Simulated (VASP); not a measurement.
Sc, 1 atom in the cell. It takes space group Pm-3m (No. 221, cubic). The conventional cell has a = 3.020 Å, b = 3.020 Å, c = 3.020 Å, α = 90.00°, β = 90.00°, γ = 90.00°. Sc (site symmetry m-3m) has 6 Sc at 3.02 Å within 4.0 Å. 

* Program: VASP 6.6.1
* Task: relaxation of cell and atoms
* Functional: PBEsol
* Potentials or basis: VASP PAW PBE potentials, release 64 (Sc_sv)
* Cutoff: 600 eV
* k mesh: 7 × 7 × 7
* Occupations: fermi-dirac, width 0.1 eV
* Spin: no spin polarisation
* Dipole correction: no
* Further INCAR settings: ALGO = Normal; EDIFF = 1e-07; IBRION = 2; EDIFFG = -0.01; NSW = 50; ISIF = 3

Potentials or basis: VASP PAW PBE potentials, release 64 (Sc_sv).

Run with:

```sh
$ cat potpaw_PBE.64/Sc_sv/POTCAR > POTCAR
$ mpirun -np 1 vasp_std > vasp.out
```

Hardware: 1 thread of Intel(R) Xeon(R) 6975P-C (Granite Rapids) (shared host).

**Question.** Estimate the wall time of this run.

**Answer.** It took 6.2 s on 1 thread of Intel(R) Xeon(R) 6975P-C (Granite Rapids), on a shared host, peak memory 0.14 GiB. Counts: scf iterations 30, k points 20, ion steps 4.
